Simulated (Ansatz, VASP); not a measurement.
# TePb: VASP beside Ansatz

Contents of POSCAR:

```
TePb
1.0
    0.0000000000      3.2686743700      3.2686743700
    3.2686743700      0.0000000000      3.2686743700
    3.2686743700      3.2686743700      0.0000000000
Te Pb
1 1
Direct
    0.5000000000      0.5000000000      0.5000000000
    0.0000000000      0.0000000000      0.0000000000
```

Contents of INCAR.step1:

```
ALGO = Normal
EDIFF = 1E-4
ENCUT = 520
GGA = PE
ISMEAR = -1
LASPH = True
LCHARG = False
LREAL = False
LWAVE = True
NBANDS = 17
NELM = 100
PREC = Accurate
SIGMA = 0.02
```

File INCAR.step2:

```
ALGO = Normal
EDIFF = 1E-6
ENCUT = 520
ISIF = 2
ISMEAR = -1
ISTART = 1
LASPH = True
LCHARG = False
LMIXTAU = True
LREAL = False
LWAVE = False
METAGGA = R2SCAN
NBANDS = 17
NELM = 100
PREC = Accurate
SIGMA = 0.02
```

The input KPOINTS:

```
k-points
0
Gamma
  8 8 8
```

Input for Ansatz:

```yaml
crystal:
  lattice:
    - [0.0, 3.26867437, 3.26867437]
    - [3.26867437, 0.0, 3.26867437]
    - [3.26867437, 3.26867437, 0.0]
  atoms:
    - { symbol: Te, position: [0.5, 0.5, 0.5] }
    - { symbol: Pb, position: [0.0, 0.0, 0.0] }
  symmetry: { tolerance: 0.0003 }
hamiltonian:
  xc: r2scan
  pseudopotentials: { kind: paw, azcp: { folder: soft_1 } }
basis:
  ecutwfc: 500
magnetization:
  spin_polarized: false
scf:
  occupations: { method: fermi_dirac, width: 0.02 }
kpoints:
  mp_grid: { grid: [8, 8, 8], shift: [0, 0, 0] }
  band_path:
    path:
      - [0.0, 0.0, 0.0]
      - [0.5, 0.0, 0.5]
      - [0.625, 0.25, 0.625]
      - [0.375, 0.375, 0.75]
      - [0.0, 0.0, 0.0]
      - [0.5, 0.5, 0.5]
      - [0.5, 0.25, 0.75]
      - [0.5, 0.0, 0.5]
    npoints: 15
output:
  forces: true
  stress: true
  eigenvalues: true
  bader: true
  populations: true
  elf: true
  write_potential: true
  write_density: true
  volumetric_format: npy
  dos:
    e_range: [-12, 8]
    de: 0.05
    projected: { site_lists: { Pb: [Pb], Te: [Te] } }
```

Alike in both runs: task single point; functional r2SCAN; k mesh 8 × 8 × 8; occupations fermi-dirac, width 0.02 eV; no spin polarisation.

|  | VASP | Ansatz |
| --- | --- | --- |
| version | VASP 6.6.1 | Ansatz 0.2.0 |
| potentials or method | VASP PAW PBE potentials, release 64 (Te, Pb_d), cutoff 520 eV | PAW plane waves |
| valence electrons in the cell | 20 | 30 |

|  | VASP | Ansatz | Ansatz less VASP |
| --- | --- | --- | --- |
| gap on the k mesh at the Fermi level (eV) | 1.09 | 1.10 | +0.004 |
| pressure (GPa) | -0.1 | 0.0 | +0.03 |

VASP's potentials were made for PBE, not for r2SCAN. VASP's potentials hold 20 valence electrons a cell and Ansatz's 30, so a difference there can come from the potentials and not from the codes.

Spin-orbit coupling is off throughout.
